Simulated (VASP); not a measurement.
## MgO: single point with r2SCAN

The system is MgO.

```
Mg O
1.0
     0.00000    2.13515    2.13515
     2.13515    0.00000    2.13515
     2.13515    2.13515    0.00000
Mg O
1 1
Direct
  0.00000 0.00000 0.00000
  0.48536 0.48536 0.51464
```

This cell differs from its parent crystal: all O atoms moved +0.062 Å, as atom 2 towards its neighbour atom 1 (Mg) at 2.135 Å.

```
Program                : VASP 6.6.1
Task                   : single point
Functional             : r2SCAN
Potentials or basis    : VASP PAW PBE potentials, release 64 (Mg, O)
Cutoff                 : 520 eV
k mesh                 : 10 × 10 × 10
Occupations            : gaussian, width 0.05 eV
Spin                   : no spin polarisation
Dipole correction      : no
Further INCAR settings : ALGO = Normal; EDIFF = 1e-06; NBANDS = 11
```

```
Pressure               : -7.8 GPa
Largest force          : 0.289 eV/Å
Band gap on the k mesh : 5.20 eV, direct
```

Forces in eV/Å, atoms in the order of the input:
```
Mg   0.000  0.000 -0.289
O    0.000  0.000  0.289
```

Stress tensor (GPa, compression positive):
```
-8.25  0.00  0.00
 0.00 -8.25  0.00
 0.00  0.00 -7.04
```

Levels at points of the mesh, in eV from the valence-band top:
```
           k point  band 1  band 2  band 3  band 4  band 5  band 6  band 7  band 8  band 9
(0.00, 0.00, 0.00)  -17.99   -0.01    0.00    0.00    5.20   16.60   16.61   16.61   20.61
(0.50, 0.00, 0.00)  -16.85   -4.43   -0.63   -0.62    8.53   13.30   16.99   17.00   21.72
(0.50, 0.50, 0.00)  -16.61   -3.93   -1.31   -1.31    9.97   10.58   13.84   19.73   19.73
(0.00, 0.50, 0.50)  -16.61   -3.93   -1.32   -1.32    9.98   10.59   13.84   19.72   19.75
```

Wall time 25 s on 1 thread of Intel(R) Xeon(R) 6975P-C (Granite Rapids), with other jobs on the host, peak memory 0.16 GiB.

Caveat: the cell differs from its parent crystal (all O atoms moved +0.062 Å, as atom 2 towards its neighbour atom 1 (Mg) at 2.135 Å); the PAW data sets were made with another functional, which shifts forces and pressure a little.
